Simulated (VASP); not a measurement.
# Zn5O: single point with PBE

Zn5O:

```
Zn O
1.0
     2.98547    0.00000    0.00000
    -1.49274    2.58550    0.00000
     0.00000    0.00000   14.22576
Zn O
5 1
Direct
  0.00000 0.00000 0.83634
  0.66667 0.33333 0.66780
  0.00000 0.00000 0.50000
  0.66667 0.33333 0.33220
  0.00000 0.00000 0.16366
  0.66667 0.33333 0.00000
```

The cell was generated, and may not be a known phase.

```yaml
Program: VASP 6.6.1
Task: single point
Functional: PBE
Potentials_or_basis: VASP PAW PBE potentials, release 64 (Zn, O)
Cutoff: 520 eV
k_mesh: 6 × 6 × 2
Occupations: gaussian, width 0.1 eV
Spin: collinear spin, ferromagnetic start
Starting_moments: "[0.0, 0.0, 0.0, 0.0, 0.0, 1.0] μB"
Dipole_correction: no
Further_INCAR_settings: ALGO = Normal; EDIFF = 1e-06; NBANDS = 46
```

```
Pressure                                              : -10.8 GPa
Largest force                                         : 1.241 eV/Å
Band gap on the k mesh                                : zero (filled and empty bands overlap)
Net moment                                            : 0.00 μB per cell
Valence electrons inside the program's atomic spheres : Zn 10.53, 10.62, 10.63 (each value once); O 4.65
```

Forces in eV/Å, atoms in the order of the input:
```
Zn   0.000  0.000  1.241
Zn   0.000  0.000  0.046
Zn   0.000  0.000  0.000
Zn   0.000  0.000 -0.046
Zn   0.000  0.000 -1.241
O    0.000  0.000  0.000
```

Stress tensor (GPa, compression positive):
```
 -9.09   0.00   0.00
  0.00  -9.09   0.00
  0.00   0.00 -14.33
```

Levels at points of the mesh, in eV from the Fermi level:
Spin up:
| k point | band 30 | band 31 | band 32 | band 33 | band 34 | band 35 | band 36 | band 37 |
| --- | --- | --- | --- | --- | --- | --- | --- | --- |
| (0.00, 0.00, 0.00) | -5.13 | -2.46 | -2.27 | 0.36 | 0.36 | 1.19 | 2.53 | 6.56 |
| (0.50, 0.00, 0.00) | -2.20 | -1.96 | -0.95 | -0.90 | -0.08 | 0.00 | 0.92 | 1.38 |
| (0.00, 0.00, 0.50) | -4.75 | -3.52 | -0.56 | -0.34 | 0.36 | 0.36 | 3.64 | 5.52 |
| (0.50, 0.00, 0.50) | -1.95 | -1.84 | -1.51 | -0.31 | -0.18 | -0.08 | 0.84 | 1.41 |
Spin down:
```
           k point  band 29  band 30  band 31  band 32  band 33  band 34  band 35  band 36  band 37  band 38
(0.00, 0.00, 0.00)    -6.36    -5.13    -2.46    -2.27     0.35     0.35     1.19     2.53     6.56     8.56
(0.50, 0.00, 0.00)    -2.22    -2.20    -1.95    -0.95    -0.90    -0.08     0.00     0.93     1.38     2.80
(0.00, 0.00, 0.50)    -6.48    -4.75    -3.52    -0.56    -0.34     0.35     0.35     3.64     5.53     9.79
(0.50, 0.00, 0.50)    -2.44    -1.95    -1.84    -1.51    -0.31    -0.18    -0.08     0.84     1.42     2.54
```

It took 2.5 min on 1 thread of AMD EPYC 9R45 96-Core Processor (Zen 5), on a shared host, peak memory 0.3 GiB.

Caveat: the k points lie up to 0.41 Å⁻¹ apart, too coarse for converged energies and pressures of a metal; semilocal functionals underestimate gaps, and a narrow one can read as zero; forces of over 1 eV/Å act on the atoms, so gaps and moduli don't describe the material at rest.
